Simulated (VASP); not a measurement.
Here is a VASP 6.6.1 calculation.

The input INCAR:

```
SYSTEM = HfB
  PREC = Accurate
  ENCUT = 520
  EDIFF = 1E-6
  ISMEAR = 0
  SIGMA = 0.15
  LREAL = .False.
  LASPH = .True.
  NELM = 80
  ALGO = Normal
  ISIF = 2
  LWAVE = .False.
  LCHARG = .False.
  GGA = PE
  NBANDS = 14
```

File KPOINTS:

```
regular mesh
0
Gamma
  18 18 18
  0 0 0
```

The input POSCAR:

```
HfB
1.0
    0.0000000000      2.3100000000      2.3100000000
    2.3100000000      0.0000000000      2.3100000000
    2.3100000000      2.3100000000      0.0000000000
Hf B
1 1
Direct
    0.5000000000      0.5000000000      0.5000000000
   -0.0378787879     -0.0378787879      0.0378787879
```

Potentials or basis: VASP PAW PBE potentials, release 64 (Hf_pv, B).

Run with:

```console
$ cat potpaw_PBE.64/Hf_pv/POTCAR potpaw_PBE.64/B/POTCAR > POTCAR
$ mpirun -np 1 vasp_std > vasp.out
```

(1) Predict the pressure.

(2) What does it give for the band gap on the k mesh?

(3) What does it give for the largest force?

Results:

(1) 32.9 GPa.

(2) zero (an odd number of electrons rules out a gap without spin polarisation).

(3) 2.244 eV/Å.

Caveat: the cell differs from its parent crystal (all B atoms moved +0.175 Å, as atom 2 towards its neighbour atom 1 (Hf) at 2.310 Å); the cell stands under pressure; spin-orbit coupling is left out, which moves the levels of the heavy elements; forces of over 1 eV/Å act on the atoms, so gaps and moduli don't describe the material at rest.
